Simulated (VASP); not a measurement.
Input of a VASP 6.6.1 run:

Contents of INCAR:

```
PREC = Accurate
ENCUT = 520
EDIFF = 1E-7
ISMEAR = -1
SIGMA = 0.1
LREAL = False
LASPH = True
NELM = 80
ALGO = Normal
ISIF = 2
LWAVE = False
LCHARG = True
GGA = PE
LELF = True
LVHAR = True
NBANDS = 8
```

KPOINTS

```
Automatic mesh
0
Gamma
  14 14 14
```

The input POSCAR:

```
P
1.0
    2.3766828703      0.0000000000      0.0000000000
    0.0000000000      2.3766828703      0.0000000000
    0.0000000000      0.0000000000      2.3766828703
P
1
Direct
    0.0000000000      0.0000000000      0.0000000000
```

Potentials or basis: VASP PAW PBE potentials, release 64 (P).

The run is started by

```console
$ cat potpaw_PBE.64/P/POTCAR > POTCAR
$ mpirun -np 1 vasp_std > vasp.out
```

Estimate the pressure.

11.9 GPa.
